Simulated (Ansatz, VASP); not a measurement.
Ti in VASP and in Ansatz

```
Ti
1.0
     3.28200    0.00000    0.00000
     0.00000    3.28200    0.00000
     0.00000    0.00000   24.84600
Ti
7
Direct
  0.50000 0.50000 0.30186
  0.00000 0.00000 0.36791
  0.50000 0.50000 0.43395
  0.00000 0.00000 0.50000
  0.50000 0.50000 0.56605
  0.00000 0.00000 0.63209
  0.50000 0.50000 0.69814
```

Alike in both runs: functional PBE; k mesh 8 × 8 × 1; occupations fermi-dirac, width 0.05 eV; no spin polarisation.

|  | VASP | Ansatz |
| --- | --- | --- |
| version | VASP 6.6.1 | Ansatz 0.2.0 |
| potentials or method | VASP PAW PBE potentials, release 64 (Ti_sv) | Ansatz PAW |
| plane-wave cutoff (eV) | 520 | 420 |
| valence electrons in the cell | 84 | 84 |
| task | single point | electrostatic potential |

```csv
,VASP,Ansatz,Ansatz less VASP
gap on the k mesh at the Fermi level (eV),none,none,-
rms of the force components (eV/Å),0.224,0.222,-0.0021
```

Atom by atom the forces differ by 0.003 eV/Å (rms over components). A gap of «none» marks a metal or a gap that the smearing closes.
